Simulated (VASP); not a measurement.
Write the native input for VASP 6.6.1 that does the following.

| Property | Result |
| --- | --- |
| Task | single point |
| Functional | LDA |
| Potentials or basis | VASP PAW LDA potentials, release 64 (Ni) |
| Cutoff | 520 eV |
| k mesh | 15 × 15 × 10 |
| Occupations | fermi-dirac, width 0.05 eV |
| Spin | collinear spin, antiferromagnetic start |
| Starting moments | [0.8, -0.8] μB |
| Dipole correction | no |
| Further INCAR settings | ALGO = Normal; EDIFF = 1e-06; NBANDS = 21; ISYM = 0 |

The structure of Ni lies in POSCAR:

```
Ni
1.0
   -2.8664103017      2.8647418356      1.1902356035
    2.8647418356     -2.8664103017      1.1902356035
    1.4925307247      1.4925307247     -1.1932914023
Ni
2
Direct
    0.9999529381      0.0000470619      1.0000000000
    0.7500470619      0.2499529381      0.5000000000
```

These files were run (other wordings do the same):

INCAR

```
ALGO     = Normal         # electronic algorithm
EDIFF    = 1E-6           # SCF threshold, eV
ENCUT    = 520            # plane-wave cutoff, eV
ISIF     = 2              # what is computed and relaxed
ISMEAR   = -1             # smearing method
ISPIN    = 2              # spin polarisation
ISYM     = 0            
LASPH    = T              # aspherical terms in the spheres
LCHARG   = F              # write CHGCAR
LMAXMIX  = 4              # l up to which the mixer works
LORBIT   = 11             # projections on sites
LREAL    = F              # projectors in reciprocal space
LWAVE    = F              # write WAVECAR
MAGMOM   = 0.8 -0.8       # initial moments
NBANDS   = 21             # bands
NELM     = 150            # most SCF steps
PREC     = Accurate       # precision mode
SIGMA    = 0.05           # smearing width, eV
```

KPOINTS

```
k-points
0
Gamma
  15 15 10
```

Potentials or basis: VASP PAW LDA potentials, release 64 (Ni).

Run with:

```bash
$ cat potpaw_LDA.64/Ni/POTCAR > POTCAR
$ mpirun -np 1 vasp_std > vasp.out
```

It gave:

```json
{
  "Pressure": "-1.4 GPa",
  "Largest force": "0.005 eV/Å",
  "Band gap on the k mesh": "zero (filled and empty bands overlap)",
  "Net moment": "0.00 μB per cell",
  "Valence electrons inside the program's atomic spheres": "Ni 9.46"
}
```

Wall time 13 min on 1 thread of Oxide Virtual Turin-like Processor, on a shared host, peak memory 0.65 GiB.
